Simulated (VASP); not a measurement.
Input of a VASP 6.6.1 run:

Contents of INCAR:

```
  PREC = Accurate
  ENCUT = 600
  EDIFF = 1E-6
  ISMEAR = -1
  SIGMA = 0.05
  LREAL = False
  LASPH = True
  NELM = 120
  ALGO = Normal
  ISIF = 2
  LWAVE = False
  LCHARG = False
  GGA = PS
  NBANDS = 14
  GGA_COMPAT = False
```

File KPOINTS:

```
Automatic mesh
0
Gamma
  10 10 10
```

Contents of POSCAR:

```
NaF
1.0
    0.0000000000      2.0914187380      2.0914187380
    2.0914187380      0.0000000000      2.0914187380
    2.0914187380      2.0914187380      0.0000000000
Na F
1 1
Direct
    0.0000000000      0.0000000000      0.0000000000
    0.5000000000      0.5000000000      0.5000000000
```

Potentials or basis: VASP PAW PBE potentials, release 64 (Na_pv, F).

Run with:

```sh
$ cat potpaw_PBE.64/Na_pv/POTCAR potpaw_PBE.64/F/POTCAR > POTCAR
$ mpirun -np 1 vasp_std > vasp.out
```

(1) Estimate the pressure.

(2) Estimate the band gap on the k mesh.

Answers

(1) 30.7 GPa.

(2) 8.13 eV.

Caveat: the cell stands under pressure; the PAW data sets were made with another functional, which shifts forces and pressure a little.
